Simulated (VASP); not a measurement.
Here is a VASP 6.6.1 calculation.

Contents of INCAR:

```
PREC = Accurate ; ENCUT = 520
EDIFF = 1E-7 ; ISMEAR = -1
SIGMA = 0.1 ; LREAL = F
LASPH = T ; NELM = 80
ALGO = Normal ; ISIF = 2
LWAVE = F ; LCHARG = T
GGA = PS ; LELF = T
LVHAR = T ; NBANDS = 21
```

KPOINTS

```
regular mesh
0
Gamma
  15 15 8
```

The input POSCAR:

```
Mo
1.0
    2.8052353708      0.0000000000      0.0000000000
   -1.4026176854      2.4294050947      0.0000000000
    0.0000000000      0.0000000000      4.9482414018
Mo
2
Direct
    0.3333333333      0.6666666667      0.2500000000
    0.6666666667      0.3333333333      0.7500000000
```

Potentials or basis: VASP PAW PBE potentials, release 64 (Mo_sv).

The run is started by

```bash
$ cat potpaw_PBE.64/Mo_sv/POTCAR > POTCAR
$ mpirun -np 1 vasp_std > vasp.out
```

Problem. Estimate the band gap on the k mesh.

Solution. Zero (bands 14 and 15 overlap by 1.72 eV).

Problem. What does it give for the pressure?

Solution. -16.5 GPa.

Stress tensor (GPa, compression positive):
```
-17.48   0.00   0.00
  0.00 -17.48   0.00
  0.00   0.00 -14.63
```

Caveat: the cell stands under tension; the PAW data sets were made with another functional, which shifts forces and pressure a little.
